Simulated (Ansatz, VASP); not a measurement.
ZnO in VASP and in Ansatz

The input INCAR:

```
SYSTEM = ZnO
ALGO = Normal ; EDIFF = 1E-6
ENCUT = 520 ; GGA = PS
ISIF = 2 ; ISMEAR = 0
LASPH = .True. ; LCHARG = .True.
LELF = .True. ; LREAL = .False.
LVHAR = .True. ; LWAVE = .False.
NBANDS = 26 ; NELM = 100
PREC = Accurate ; SIGMA = 0.05
```

Contents of KPOINTS:

```
k-points
0
Gamma
  9 9 6
  0 0 0
```

File POSCAR:

```
ZnO
1.0
    3.2027414341      0.0000000000      0.0000000000
   -1.6013707170      2.7736554437      0.0000000000
    0.0000000000      0.0000000000      5.3075831045
Zn O
2 2
Direct
    0.3333333333      0.6666666667      0.0015754469
    0.6666666667      0.3333333333      0.5015754469
    0.3333333333      0.6666666667      0.4106854153
    0.6666666667      0.3333333333      0.9106854153
```

Input for Ansatz:

```yaml
crystal:
  lattice:
    - [3.2027414341, 0.0, 0.0]
    - [-1.601370717, 2.7736554437, 0.0]
    - [0.0, 0.0, 5.3075831045]
  atoms:
    - { symbol: Zn, position: [0.3333333333, 0.6666666667, 0.0015754469] }
    - { symbol: Zn, position: [0.6666666667, 0.3333333333, 0.5015754469] }
    - { symbol: O, position: [0.3333333333, 0.6666666667, 0.4106854153] }
    - { symbol: O, position: [0.6666666667, 0.3333333333, 0.9106854153] }
basis:
  ecutwfc: 520.0
kpoints:
  mp_grid: { grid: [9, 9, 6] }
hamiltonian:
  xc: pbesol
  pseudopotentials: { kind: paw, azcp: { folder: soft_1 } }
scf:
  occupations: { method: gaussian, width: 0.05 }
output:
  forces: true
  stress: true
  eigenvalues: true
  write_density: true
  write_potential: true
  elf: true
  volumetric_format: npy
```

Alike in both runs: task single point; functional PBEsol; k mesh 9 × 9 × 6; occupations gaussian, width 0.05 eV; no spin polarisation.

|  | VASP | Ansatz |
| --- | --- | --- |
| version | VASP 6.6.1 | Ansatz 0.2.0 |
| potentials or method | VASP PAW PBE potentials, release 64 (Zn, O), cutoff 520 eV | scalar-relativistic, plane waves, PAW |
| valence electrons in the cell | 36 | 36 |

|  | VASP | Ansatz | Ansatz less VASP |
| --- | --- | --- | --- |
| gap on the k mesh at the Fermi level (eV) | 0.70 | 0.71 | +0.008 |
| least direct gap on the mesh (eV) | 0.70 | 0.71 | +0.008 |
| pressure (GPa) | 3.8 | 2.8 | -0.96 |
| traceless stress, the component that is largest in VASP (GPa) | -10.03 | -9.51 | +0.521 |
| rms of the force components (eV/Å) | 0.409 | 0.392 | -0.0167 |

VASP's potentials were made for PBE, not for PBEsol, and Ansatz warns of the same on its side. Atom by atom the forces differ by 0.017 eV/Å (rms over components).
